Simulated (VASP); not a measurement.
The system is Mg4Ti3N4.

```xyz
11
Lattice="5.1210 0.0000 0.0000 0.0000 5.1210 0.0000 0.0000 0.0000 5.1210" Properties=species:S:1:pos:R:3 pbc="T T T"
Mg    1.4938    1.4938    1.4938
Mg    1.4938    3.6272    3.6272
Mg    3.6272    1.4938    3.6272
Mg    3.6272    3.6272    1.4938
Ti    0.0000    0.0000    2.5605
Ti    2.5605    0.0000    0.0000
Ti    0.0000    2.5605    0.0000
N     1.2582    1.2582    3.8628
N     3.8628    3.8628    3.8628
N     1.2582    3.8628    1.2582
N     3.8628    1.2582    1.2582
```

The cell was generated, and may not be a known phase.

| Property | Result |
| --- | --- |
| Program | VASP 6.6.1 |
| Task | relaxation of cell and atoms |
| Functional | PBE |
| Potentials or basis | VASP PAW PBE potentials, release 64 (Mg, Ti_sv, N) |
| Cutoff | 600 eV |
| k mesh | 4 × 4 × 4 |
| Occupations | gaussian, width 0.1 eV |
| Spin | collinear spin |
| Starting moments | [0.0, 0.0, 0.0, 0.0, -1.0, 1.0, 1.0, 0.0, 0.0, 0.0, 0.0] μB |

At the start: pressure 11.5 GPa; volume 12.21 Å³/atom.

Q: Where does the relaxation end?

A: Over 11 steps the energy falls by 356.8 meV/atom and the volume is 13.21 Å³/atom (+8.2 %); space group P-43m (No. 215, to 0.1 Å) before and after; moment 0.00 μB per cell.

Step by step:
```
step  energy change (eV)  largest force (eV/Å)  pressure (GPa)  volume (Å³)
   1              0.0000                4.2137           11.46       134.30
   2             -2.9393                1.7030           -4.75       152.00
   3             -3.0827                1.0106           -7.23       156.53
   4             -3.6674                0.8473           -0.27       145.55
   5             -3.6681                0.8587           -0.56       145.89
   6             -3.8383                0.5094            1.17       143.48
   7             -3.8803                0.2535            2.36       141.71
   8             -3.9193                0.1916           -0.58       145.76
   9             -3.9197                0.1811           -0.31       145.37
  10             -3.9243                0.0412           -0.08       145.29
  11             -3.9243                0.0232           -0.12       145.30
```

Final structure:
```cif
data_structure
_symmetry_space_group_name_H-M 'P 1'
_symmetry_Int_Tables_number 1
_cell_length_a 5.2572
_cell_length_b 5.2572
_cell_length_c 5.2572
_cell_angle_alpha 90.000
_cell_angle_beta 90.000
_cell_angle_gamma 90.000
_cell_volume 145.30
loop_
_atom_site_label
_atom_site_type_symbol
_atom_site_fract_x
_atom_site_fract_y
_atom_site_fract_z
_atom_site_occupancy
Mg1 Mg 0.32671 0.32671 0.32671 1
Mg2 Mg 0.32671 0.67329 0.67329 1
Mg3 Mg 0.67329 0.32671 0.67329 1
Mg4 Mg 0.67329 0.67329 0.32671 1
Ti1 Ti 0.00000 0.00000 0.50000 1
Ti2 Ti 0.50000 0.00000 0.00000 1
Ti3 Ti 0.00000 0.50000 0.00000 1
N1 N 0.27152 0.27152 0.72848 1
N2 N 0.72848 0.72848 0.72848 1
N3 N 0.27152 0.72848 0.27152 1
N4 N 0.72848 0.27152 0.27152 1
```
